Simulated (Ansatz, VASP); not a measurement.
Si: VASP beside Ansatz

```
Si
1.0
     3.82000    0.00000    0.00000
    -1.91000    3.30822    0.00000
     0.00000    0.00000    6.32000
Si
4
Direct
  0.33333 0.66667 0.00000
  0.66667 0.33333 0.50000
  0.33333 0.66667 0.37400
  0.66667 0.33333 0.87400
```

Alike in both runs: task relaxation of cell and atoms; functional PBEsol; k mesh 15 × 15 × 8; occupations gaussian, width 0.01 eV; no spin polarisation.

|  | VASP | Ansatz |
| --- | --- | --- |
| version | VASP 6.6.1 | Ansatz 0.2.0 |
| potentials or method | VASP PAW PBE potentials, release 64 (Si), cutoff 600 eV | scalar-relativistic, plane waves, PAW |
| valence electrons in the cell | 16 | 16 |

Ansatz gave:

* gap on the k mesh at the Fermi level, each at its own relaxed structure (eV): 0.31
* relaxed volume (Å³/atom): 20.03
* relaxed cell length with the largest relative difference (Å): 3.824

Task: What did VASP give for the same quantities?

Result: gap on the k mesh at the Fermi level, each at its own relaxed structure (eV): 0.31; relaxed volume (Å³/atom): 20.06; relaxed cell length with the largest relative difference (Å): 3.826.

VASP's potentials were made for PBE, not for PBEsol, and Ansatz warns of the same on its side.
